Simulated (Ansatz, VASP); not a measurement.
Two plane-wave programs on Ge

```
Ge
1.0
     0.00000    2.75274    2.92302
     2.75274    0.00000    2.92302
     2.75274    2.75274    0.00000
Ge
2
Direct
  0.50000 0.50000 0.50000
  0.75000 0.75000 0.75000
```

Change from the starting cell: strain -0.030 along x and y, +0.030 along z, atoms carried along.

Alike in both runs: task single point; functional PBEsol; k mesh 18 × 18 × 18; occupations gaussian, width 0.15 eV; no spin polarisation.

```csv
,VASP,Ansatz
version,VASP 6.6.1,Ansatz 0.2.0
potentials or method,"VASP PAW PBE potentials, release 64 (Ge_d), cutoff 520 eV","scalar-relativistic, plane waves, PAW"
valence electrons in the cell,28,28
```

```csv
,VASP,Ansatz,Ansatz less VASP
gap on the k mesh at the Fermi level (eV),none,none,-
pressure (GPa),2.2,2.3,+0.08
"traceless stress, the component that is largest in VASP (GPa)",-3.22,-3.20,+0.012
```

VASP's potentials were made for PBE, not for PBEsol. A gap of «none» marks a metal or a gap that the smearing closes.
